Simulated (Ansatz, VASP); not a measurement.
Cu in VASP and in Ansatz

INCAR

```
SYSTEM = Cu
PREC = Accurate
ENCUT = 600
EDIFF = 1E-6
ISMEAR = 0
SIGMA = 0.1
LREAL = .False.
LASPH = .True.
NELM = 80
ALGO = Normal
ISIF = 3
LWAVE = .False.
LCHARG = .False.
GGA = PE
IBRION = 2
NSW = 80
EDIFFG = -0.01
```

The input KPOINTS:

```
regular mesh
0
Gamma
  8 8 8
  0 0 0
```

File POSCAR:

```
Cu
1.0
   -1.4427933200      1.4427933200      1.3760814500
    1.4427933200     -1.4427933200      1.3760814500
    1.4427933200      1.4427933200     -1.3760814500
Cu
1
Direct
    0.0000000000      0.0000000000      0.0000000000
```

Input for Ansatz:

```yaml
crystal:
  lattice:
    - [-1.44279332, 1.44279332, 1.37608145]
    - [1.44279332, -1.44279332, 1.37608145]
    - [1.44279332, 1.44279332, -1.37608145]
  atoms:
    - { symbol: Cu, position: [0.0, 0.0, 0.0] }
basis:
  ecutwfc: 420
kpoints:
  mp_grid: { grid: [8, 8, 8] }
hamiltonian:
  xc: pbe
scf:
  occupations: { method: gaussian, width: 0.1 }
output:
  forces: true
  stress: true
  eigenvalues: true
relax:
  adjacent_minimum: "off"
  f_tol: 0.01
  max_steps: 60
  cell: { stress_tol: 0.05 }
```

Alike in both runs: task relaxation of cell and atoms; functional PBE; k mesh 8 × 8 × 8; occupations gaussian, width 0.1 eV; no spin polarisation.

|  | VASP | Ansatz |
| --- | --- | --- |
| version | VASP 6.6.1 | Ansatz 0.2.0 |
| potentials or method | VASP PAW PBE potentials, release 64 (Cu), cutoff 600 eV | scalar-relativistic, plane waves, PAW |
| valence electrons in the cell | 11 | 19 |

|  | VASP | Ansatz | Ansatz less VASP |
| --- | --- | --- | --- |
| gap on the k mesh at the Fermi level, each at its own relaxed structure (eV) | none | none | - |
| relaxed volume (Å³/atom) | 12.07 | 12.02 | -0.051 |
| relaxed length of the cell vector where the two differ most in proportion (Å) | 2.504 | 2.501 | -0.0036 |

A gap of «none» marks a metal or a gap that the smearing closes. VASP's potentials hold 11 valence electrons a cell and Ansatz's 19, so a difference there can come from the potentials and not from the codes.

The k mesh is coarse, so the values compare programs but aren't converged.
